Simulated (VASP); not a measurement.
A run of VASP 6.6.1:

Contents of POSCAR:

```
BaTiO3
1.0
    3.9998000000      0.0000000000      0.0000000000
    0.0000000000      3.9998000000      0.0000000000
    0.0000000000      0.0000000000      4.0180000000
Ba Ti O
1 1 3
Direct
    0.0000000000      0.0000000000      0.0000000000
    0.5000000000      0.5000000000      0.4900000000
    0.0000000000      0.5000000000      0.5170000000
    0.5000000000      0.0000000000      0.5170000000
    0.5000000000      0.5000000000      0.0190000000
```

Contents of INCAR.step1:

```
SYSTEM = BaTiO3
  GGA = RE
  ISMEAR = 0
  SIGMA = 0.03
  LWAVE = .FALSE.
  LCHARG = .FALSE.
  NSW = 80
  PREC = Accurate
  LASPH = .TRUE.
  LREAL = .FALSE.
  ALGO = Normal
  EDIFF = 1E-7
  NELM = 120
  GGA_COMPAT = .FALSE.
  IBRION = 2
  ISIF = 3
  EDIFFG = -0.002
  NELMIN = 4
  ENCUT = 840
  EFERMI = MIDGAP
  KPAR = 4
  POTIM = 0.5
```

The input INCAR.step4:

```
SYSTEM = BaTiO3
  GGA = RE
  ISMEAR = 0
  SIGMA = 0.03
  LWAVE = .FALSE.
  LCHARG = .FALSE.
  PREC = Accurate
  LASPH = .TRUE.
  LREAL = .FALSE.
  ALGO = Normal
  EDIFF = 1E-7
  NELM = 120
  GGA_COMPAT = .FALSE.
  ISIF = 2
  ENCUT = 840
  EFERMI = MIDGAP
  KPAR = 4
```

KPOINTS

```
Automatic mesh
0
Gamma
  7 7 7
  0 0 0
```

Potentials or basis: VASP PAW PBE potentials, release 64 (Ba_sv, Ti_sv, O).

Launch:

```sh
$ cat potpaw_PBE.64/Ba_sv/POTCAR potpaw_PBE.64/Ti_sv/POTCAR potpaw_PBE.64/O/POTCAR > POTCAR
$ cp INCAR.step1 INCAR
$ cp POSCAR.step1 POSCAR
$ mpirun -np 4 vasp_std > vasp.out
$ cp CONTCAR POSCAR
$ mpirun -np 4 vasp_std > vasp.out
$ cp CONTCAR POSCAR
$ mpirun -np 4 vasp_std > vasp.out
$ cp CONTCAR POSCAR
$ cp INCAR.step4 INCAR
$ mpirun -np 4 vasp_std > vasp.out
```

Hardware: 4 MPI ranks on Intel(R) Xeon(R) 6975P-C (Granite Rapids), on a shared host.

Problem. Estimate the wall time of this run.

Solution. Run time: 11 min on 4 MPI ranks on Intel(R) Xeon(R) 6975P-C (Granite Rapids), with other jobs on the host, peak memory 0.38 GiB a rank. Counts: k points 40, ion steps 48.
